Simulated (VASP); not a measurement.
# ZrB2 (P6/mmm) in VASP: a series of runs

Runs on ZrB2. Level: LDA. Tasks: single point.

All numbers are computed with VASP 6.6.1; they aren't measurements. Logs are shortened: lines on timing, memory, paths and dates and some standing lists are left out, and cuts for length are marked.

### Step 1. The cell of the first run

Symmetry: P6/mmm, No. 191, hexagonal system. The conventional cell has a = 3.186 Å, b = 3.186 Å, c = 3.543 Å, α = 90.00°, β = 90.00°, γ = 120.00°. Zr (site symmetry 6/mmm) has 12 B at 2.55 Å and 6 Zr at 3.19 Å within 3.4 Å. B (site symmetry -6m2) has 3 B at 1.84 Å within 2.4 Å.

### Step 2. Single point, LDA (volume scaled by 1.02)

The input, INCAR:

```
PREC     = Accurate       # precision mode
ENCUT    = 520            # plane-wave cutoff, eV
EDIFF    = 1E-6           # SCF threshold, eV
ISMEAR   = -1             # smearing method
SIGMA    = 0.05           # smearing width, eV
LREAL    = F              # projectors in reciprocal space
LASPH    = T              # aspherical terms in the spheres
NELM     = 60             # most SCF steps
ALGO     = Normal         # electronic algorithm
ISIF     = 2              # what is computed and relaxed
LWAVE    = F              # write WAVECAR
LCHARG   = T              # write CHGCAR
GGA      = CA             # functional
LELF     = T              # ELF
LVHAR    = T            
NBANDS   = 16             # bands
```

The input, KPOINTS:

```
Automatic mesh
0
Gamma
  12 12 9
```

The input, POSCAR:

```
ZrB2
1.0
    3.1859607001      0.0000000000      0.0000000000
   -1.5929803501      2.7591229018      0.0000000000
    0.0000000000      0.0000000000      3.5433119376
Zr B
1 2
Direct
    0.0000000000      0.0000000000      0.0000000000
    0.3333333333      0.6666666667      0.5000000000
    0.6666666667      0.3333333333      0.5000000000
```

Potentials or basis: VASP PAW LDA potentials, release 64 (Zr_sv, B).

Run with:

```console
> cat potpaw_LDA.64/Zr_sv/POTCAR potpaw_LDA.64/B/POTCAR > POTCAR
> mpirun -np 1 vasp_std > vasp.out
```

OUTCAR:

```text
PREC = Accurate
   ENCUT = 520
   EDIFF = 1E-6
   ISMEAR = -1
   LREAL = F
   LASPH = T
   NELM = 60
   ISIF = 2
   GGA = CA

 ion  position               nearest neighbor table
   1  0.000  0.000  0.000-   2 2.55   3 2.55   2 2.55   3 2.55   3 2.55   3 2.55   2 2.55   2 2.55
                             3 2.55   3 2.55   2 2.55   2 2.55
   2  0.333  0.667  0.500-   3 1.84   3 1.84   3 1.84   1 2.55   1 2.55   1 2.55   1 2.55   1 2.55
                             1 2.55
   3  0.667  0.333  0.500-   2 1.84   2 1.84   2 1.84   1 2.55   1 2.55   1 2.55   1 2.55   1 2.55
                             1 2.55

  LATTYP: Found a hexagonal cell.
 ALAT       =     3.1859607001
 C/A-ratio  =     1.1121643583

  Lattice vectors:

 A1 = (   3.1859607001,   0.0000000000,   0.0000000000)
 A2 = (  -1.5929803501,   2.7591229018,   0.0000000000)
 A3 = (   0.0000000000,   0.0000000000,   3.5433119376)

Analysis of symmetry for initial positions (statically):
=====================================================================
 Subroutine PRICEL returns:
 Original cell was already a primitive cell.

 Routine SETGRP: Setting up the symmetry group for a
 hexagonal supercell.

 Subroutine GETGRP returns: Found 24 space group operations
 (whereof 24 operations were pure point group operations)
 out of a pool of 24 trial point group operations.

The static configuration has the point symmetry D_6h.

Analysis of symmetry for dynamics (positions and initial velocities):
=====================================================================
 Subroutine PRICEL returns:
 Original cell was already a primitive cell.

 Routine SETGRP: Setting up the symmetry group for a
 hexagonal supercell.

 Subroutine GETGRP returns: Found 24 space group operations
 (whereof 24 operations were pure point group operations)
 out of a pool of 24 trial point group operations.

The dynamic configuration has the point symmetry D_6h.

 Subroutine INISYM returns: Found 24 space group operations
 (whereof 24 operations are pure point group operations),
 and found     1 'primitive' translations

----------------------------------------------------------------------------------------

                                     Primitive cell

  volume of cell :      31.1473

  direct lattice vectors                    reciprocal lattice vectors
     3.185960700  0.000000000  0.000000000     0.313877067  0.181217009  0.000000000
    -1.592980350  2.759122902  0.000000000     0.000000000  0.362434018  0.000000000
     0.000000000  0.000000000  3.543311938     0.000000000  0.000000000  0.282221836

  length of vectors
     3.185960700  3.185960700  3.543311938     0.362434018  0.362434018  0.282221836

  position of ions in fractional coordinates (direct lattice)
     0.000000000  0.000000000  0.000000000
     0.333333333  0.666666667  0.500000000
     0.666666667  0.333333333  0.500000000

  ion indices of the primitive-cell ions
   primitive index   ion index
                 1           1
                 2           2
                 3           3

----------------------------------------------------------------------------------------

 KPOINTS: Automatic mesh

Automatic generation of k-mesh.
 Grid dimensions read from file:
 generate k-points for:   12   12    9

 Generating k-lattice:

  Cartesian coordinates                     Fractional coordinates (reciprocal lattice)
     0.026156422  0.015101417  0.000000000     0.083333333  0.000000000  0.000000000
     0.000000000  0.030202835  0.000000000     0.000000000  0.083333333  0.000000000
     0.000000000  0.000000000  0.031357982     0.000000000  0.000000000  0.111111111

  Length of vectors
     0.030202835  0.030202835  0.031357982

  Shift w.r.t. Gamma in fractional coordinates (k-lattice)
     0.000000000  0.000000000  0.000000000

 Subroutine IBZKPT returns following result:
 ===========================================

 Found     95 irreducible k-points:

 Following reciprocal coordinates:
            Coordinates               Weight
  0.000000  0.000000  0.000000      1.000000
  0.083333  0.000000  0.000000      6.000000
  0.166667 -0.000000  0.000000      6.000000
  0.250000 -0.000000  0.000000      6.000000
  0.333333 -0.000000  0.000000      6.000000
  0.416667  0.000000  0.000000      6.000000
[... 16 lines left out ...]
  0.250000 -0.000000  0.111111     12.000000
  0.333333 -0.000000  0.111111     12.000000
 [... further k-points ...]
   k-points           NKPTS =     95   k-points in BZ     NKDIM =     95   number of bands    NBANDS=     16
   number of dos      NEDOS =    301   number of ions     NIONS =      3
   total plane-waves  NPLWV =  16128
   dimension x,y,z NGX =    24 NGY =   24 NGZ =   28
   dimension x,y,z NGXF=    48 NGYF=   48 NGZF=   56
   ions per type =               1   2
   NGX,Y,Z   is equivalent  to a cutoff of  12.52, 12.52, 13.14 a.u.
   NGXF,Y,Z  is equivalent  to a cutoff of  25.05, 25.05, 26.27 a.u.
 SYSTEM =  unknown system
   PREC   = accura    normal or accurate (medium, high low for compatibility)
   ISTART =      0    job   : 0-new  1-cont  2-samecut
   ICHARG =      2    charge: 1-file 2-atom 10-const
   ISPIN  =      1    spin polarized calculation?
   LNONCOLLINEAR =      F non collinear calculations
   LSORBIT =      F    spin-orbit coupling
   LASPH  =      T    aspherical Exc in radial PAW
   ENCUT  =  520.0 eV  38.22 Ry    6.18 a.u.   5.92  5.92  6.59*2*pi/ulx,y,z
   NELM   =     60;   NELMIN=  2; NELMDL= -5     # of ELM steps
   EDIFF  = 0.1E-05   stopping-criterion for ELM
   LREAL  =      F    real-space projection
   EDIFFG = 0.1E-04   stopping-criterion for IOM
   NSW    =      0    number of steps for IOM
   IBRION =     -1    ionic relax: 0-MD 1-quasi-New 2-CG
   NFREE  =      0    steps in history (QN), initial steepest desc. (CG)
   ISIF   =      2    stress and relaxation
   ISYM   =      2    0-nonsym 1-usesym 2-fastsym
   POTIM  = 0.5000    time-step for ionic-motion
   TEBEG  =    0.0;   TEEND  =   0.0 temperature during run
   PSTRESS=    0.0 pullay stress
   NELECT =      18.0000    total number of electrons
   NUPDOWN=      -1.0000    fix difference up-down
   EMIN   =  10.00;   EMAX   =-10.00  energy-range for DOS
   EFERMI =   0.00;   METHOD = LEGACY
   ISMEAR =    -1;   SIGMA  =   0.05  broadening in eV -4-tet -1-fermi 0-gaus
   EFERMI_NEDOS =   21; number of points for ismear=-14 and -15
   IALGO  =     38    algorithm
   IMIX   =      4    mixing-type and parameters
     AMIX     =   0.40;   BMIX     =  1.00
     AMIX_MAG =   1.60;   BMIX_MAG =  1.00
  volume/ion in A,a.u.               =      10.38        70.06
  Fermi-wavevector in a.u.,A,eV,Ry     =   1.363616  2.576860 25.299330  1.859448
  Thomas-Fermi vector in A             =   2.490003
   LORBIT       =      0    0 simple, 1 ext, 2 COOP (PROOUT), +10 PAW based schemes
   GGA     = CA    functional components
   LHFCALC =     F    Hartree Fock is set to
   AEXX    =    0.0000 exact exchange contribution
   IVDW    =     0    specifies the selected vdW correction
   LEPSILON=     F    determine dielectric tensor
   LRPA    =     F    only Hartree local field effects (RPA)
 non-spin polarized calculation
  energy-cutoff  :      520.00
  volume of cell :       31.15
 maximum number of plane-waves:       852
 NGX is ok and might be reduce to    24
   NGX = 11   NGY = 11   NGZ = 13

 number of electron      18.0000000 magnetization

 Free energy of the ion-electron system (eV)
  ---------------------------------------------------
  ext. energy  EPLUGINS =         0.00000000
  ---------------------------------------------------
  free energy    TOTEN  =       -27.43398155 eV

  energy without entropy =      -27.43196056  energy(sigma->0) =      -27.43297106

 E-fermi :  10.3859     XC(G=0): -12.5270

 val. band max:       10.2324973798   @ k =   0.0833   0.0833   0.3333
 cond. band min:      10.3887259951   @ k =   0.1667   0.1667   0.1111
 fundamental gap:      0.1562286153
 Fermi energy:        10.3858901289

 k-point     1 :       0.0000    0.0000    0.0000
  band No.  band energies     occupation
      1     -38.0699      2.00000
      2     -16.4052      2.00000
      3     -15.8625      2.00000
      4     -15.8625      2.00000
      5      -2.1833      2.00000
      6       7.7031      2.00000
[... 8 lines left out ...]
     15      15.4034      0.00000
     16      15.4034      0.00000

 k-point     2 :       0.0833    0.0000    0.0000
  band No.  band energies     occupation
      1     -38.0625      2.00000
      2     -16.3942      2.00000
      3     -15.9278      2.00000
      4     -15.8768      2.00000
      5      -2.0464      2.00000
      6       7.3101      2.00000
[... 8 lines left out ...]
     15      15.9309      0.00000
     16      16.2831      0.00000

 k-point     3 :       0.1667   -0.0000    0.0000
  band No.  band energies     occupation
      1     -38.0422      2.00000
      2     -16.3640      2.00000
      3     -16.1023      2.00000
      4     -15.9153      2.00000
      5      -1.6515      2.00000
      6       6.3747      2.00000
[... 8 lines left out ...]
     15      16.9668      0.00000
     16      17.1686      0.00000

 k-point     4 :       0.2500   -0.0000    0.0000
  band No.  band energies     occupation
      1     -38.0142      2.00000
      2     -16.3326      2.00000
      3     -16.3223      2.00000
      4     -15.9674      2.00000
      5      -1.0367      2.00000
      6       5.2347      2.00000
[... 8 lines left out ...]
     15      17.3153      0.00000
     16      18.9691      0.00000
[... 324 lines left out ...]
 k-point    22 :       0.1667   -0.0000    0.1111
  band No.  band energies     occupation
      1     -38.0400      2.00000
      2     -16.4050      2.00000
      3     -16.0978      2.00000
      4     -15.9120      2.00000
      5      -1.4957      2.00000
      6       6.3549      2.00000
[... 8 lines left out ...]
     15      17.0467      0.00000
     16      17.7290      0.00000

 k-point    23 :       0.2500   -0.0000    0.1111
  band No.  band energies     occupation
      1     -38.0121      2.00000
      2     -16.3641      2.00000
      3     -16.3242      2.00000
      4     -15.9637      2.00000
      5      -0.9103      2.00000
      6       5.1779      2.00000
[... 8 lines left out ...]
     15      17.4980      0.00000
     16      19.0852      0.00000

 k-point    24 :       0.3333   -0.0000    0.1111
  band No.  band energies     occupation
      1     -37.9840      2.00000
      2     -16.5486      2.00000
      3     -16.3166      2.00000
      4     -16.0149      2.00000
      5      -0.1580      2.00000
      6       3.9715      2.00000
[... 8 lines left out ...]
     15      17.8443      0.00000
     16      20.7264      0.00000

 [... further k-points ...]

------------------------ aborting loop because EDIFF is reached ----------------------------------------

  FORCE on cell =-STRESS in cart. coord.  units (eV):
  Direction    XX          YY          ZZ          XY          YZ          ZX
  --------------------------------------------------------------------------------------
  -------------------------------------------------------------------------------------
  Total       -2.2978881     -2.2978881     -1.9809715      0.0000000     -0.0000000     -0.0000000
  in kB     -118.2003101   -118.2003101   -101.8985391      0.0000000     -0.0000000     -0.0000000
  external PRESSURE =    -112.7663864 kB  Pullay stress =       0.0000000 kB

 VOLUME and BASIS-vectors are now :
 -----------------------------------------------------------------------------
  energy-cutoff  :      520.00
  volume of cell :       31.15
      direct lattice vectors                 reciprocal lattice vectors
     3.185960700  0.000000000  0.000000000     0.313877067  0.181217009  0.000000000
    -1.592980350  2.759122902  0.000000000     0.000000000  0.362434018  0.000000000
     0.000000000  0.000000000  3.543311938     0.000000000  0.000000000  0.282221836

 POSITION                                       TOTAL-FORCE (eV/Angst)
 -----------------------------------------------------------------------------------
      0.00000      0.00000      0.00000         0.000000      0.000000      0.000000
     -0.00000      1.83942      1.77166         0.000000      0.000000      0.000000
      1.59298      0.91971      1.77166        -0.000000      0.000000      0.000000
 -----------------------------------------------------------------------------------
    total drift:                               -0.000000      0.000000      0.000000

  FREE ENERGIE OF THE ION-ELECTRON SYSTEM (eV)
  ---------------------------------------------------
  free  energy   TOTEN  =       -27.4339815509 eV

  energy  without entropy=      -27.4319605606  energy(sigma->0) =      -27.43297106
```

Wall time 20 s (1 thread of Intel Xeon 6975P-C (Granite Rapids), shared host); peak memory 0.16 GiB.

Results:

| Quantity | Value |
| --- | --- |
| Free energy | -27.4340 eV |
| Pressure | -11.3 GPa |
| Band gap on the k mesh | zero (band 9 reaches 11.04 eV, above the bottom of band 10 at 9.79 eV) |

Stress tensor (GPa, compression positive):
```
-11.82   0.00   0.00
  0.00 -11.82   0.00
  0.00   0.00 -10.19
```

Levels at points of the mesh, in eV from the Fermi level:
| k point | band 6 | band 7 | band 8 | band 9 | band 10 | band 11 | band 12 | band 13 |
| --- | --- | --- | --- | --- | --- | --- | --- | --- |
| (0.00, 0.00, 0.00) | -2.68 | -2.68 | -2.63 | -2.35 | 3.24 | 3.24 | 4.02 | 4.02 |
| (0.50, 0.00, 0.00) | -8.40 | -3.90 | -3.09 | -2.72 | 2.16 | 2.18 | 4.74 | 4.83 |

### Step 3. Single point, LDA (volume scaled by 1.04)

The input, INCAR:

```
SYSTEM = ZrB2
  PREC = Accurate
  ENCUT = 520
  EDIFF = 1E-6
  ISMEAR = -1
  SIGMA = 0.05
  LREAL = .FALSE.
  LASPH = .TRUE.
  NELM = 80
  ALGO = Normal
  ISIF = 2
  LWAVE = .FALSE.
  LCHARG = .TRUE.
  GGA = CA
  LELF = .TRUE.
  LVHAR = .TRUE.
  NBANDS = 16
```

The input, KPOINTS:

```
regular mesh
0
G
  12 12 9
  0 0 0
```

The input, POSCAR:

```
ZrB2
1.0
    3.2066493363      0.0000000000      0.0000000000
   -1.6033246682      2.7770397863      0.0000000000
    0.0000000000      0.0000000000      3.5663211014
Zr B
1 2
Direct
    0.0000000000      0.0000000000      0.0000000000
    0.3333333333      0.6666666667      0.5000000000
    0.6666666667      0.3333333333      0.5000000000
```

Potentials or basis: VASP PAW LDA potentials, release 64 (Zr_sv, B).

Run with:

```console
> cat potpaw_LDA.64/Zr_sv/POTCAR potpaw_LDA.64/B/POTCAR > POTCAR
> mpirun -np 1 vasp_std > vasp.out
```

Run time: 20 s. Hardware: 1 thread of Intel Xeon 6975P-C (Granite Rapids), shared host; peak memory 0.16 GiB.

The run converged. Its results:

```yaml
Free_energy: -27.3836 eV
Pressure: -15.3 GPa
Band_gap_on_the_k_mesh: zero (band 9 reaches 10.80 eV, above the bottom of band 10 at 9.59 eV)
```

Stress tensor (GPa, compression positive):
```
-15.97   0.00   0.00
  0.00 -15.97   0.00
  0.00   0.00 -13.99
```

Levels at points of the mesh, in eV from the Fermi level:
```
           k point  band 7  band 8  band 9  band 10  band 11  band 12
(0.00, 0.00, 0.00)   -2.64   -2.59   -2.36     3.15     3.15     3.93
(0.50, 0.00, 0.00)   -3.83   -3.06   -2.67     2.12     2.13     4.62
```

### Step 4. Single point, LDA (volume scaled by 1.06)

The input, INCAR:

```
SYSTEM = ZrB2
PREC = Accurate ; ENCUT = 520
EDIFF = 1E-6 ; ISMEAR = -1
SIGMA = 0.05 ; LREAL = .False.
LASPH = .True. ; NELM = 80
ALGO = Normal ; ISIF = 2
LWAVE = .False. ; LCHARG = .True.
GGA = CA ; LELF = .True.
LVHAR = .True. ; NBANDS = 16
```

The input, KPOINTS:

```
regular mesh
0
Gamma
  12 12 9
  0 0 0
```

The input, POSCAR:

```
ZrB2
1.0
    3.2270744050      0.0000000000      0.0000000000
   -1.6135372026      2.7947284147      0.0000000000
    0.0000000000      0.0000000000      3.5890371349
Zr B
1 2
Direct
    0.0000000000      0.0000000000      0.0000000000
    0.3333333333      0.6666666667      0.5000000000
    0.6666666667      0.3333333333      0.5000000000
```

Run with:

```console
> cat potpaw_LDA.64/Zr_sv/POTCAR potpaw_LDA.64/B/POTCAR > POTCAR
> mpirun -np 1 vasp_std > vasp.out
```

It took 20 s on 1 thread of Intel Xeon 6975P-C (Granite Rapids), shared host; peak memory 0.16 GiB.

Results (log left out):

```
Free energy            : -27.3185 eV
Pressure               : -19.0 GPa
Band gap on the k mesh : zero (band 9 reaches 10.58 eV, above the bottom of band 10 at 9.39 eV)
```

Stress tensor (GPa, compression positive):
```
-19.73   0.00   0.00
  0.00 -19.73   0.00
  0.00   0.00 -17.40
```

Levels at points of the mesh, in eV from the Fermi level:
| k point | band 6 | band 7 | band 8 | band 9 | band 10 | band 11 | band 12 | band 13 |
| --- | --- | --- | --- | --- | --- | --- | --- | --- |
| (0.00, 0.00, 0.00) | -2.61 | -2.61 | -2.54 | -2.36 | 3.07 | 3.07 | 3.84 | 3.84 |
| (0.50, 0.00, 0.00) | -8.37 | -3.76 | -3.04 | -2.61 | 2.07 | 2.09 | 4.50 | 4.57 |

### Step 5. Summary

| cell | gap on the mesh (eV) | pressure (GPa) |
| --- | --- | --- |
| a = 3.186, b = 3.186, c = 3.543 Å, angles 90.0, 90.0, 120.0°, 3 atoms | none | -11.3 |
| a = 3.207, b = 3.207, c = 3.566 Å, angles 90.0, 90.0, 120.0°, 3 atoms | none | -15.3 |
| a = 3.227, b = 3.227, c = 3.589 Å, angles 90.0, 90.0, 120.0°, 3 atoms | none | -19.0 |

Alike in all rows: task single point; level LDA; potentials or basis VASP PAW LDA potentials, release 64 (Zr_sv, B); no spin polarisation; k mesh 12 × 12 × 9; cutoff (eV) 520; smearing fermi-dirac 0.05 eV.

Absolute energies hang on the potentials; compare differences alone.
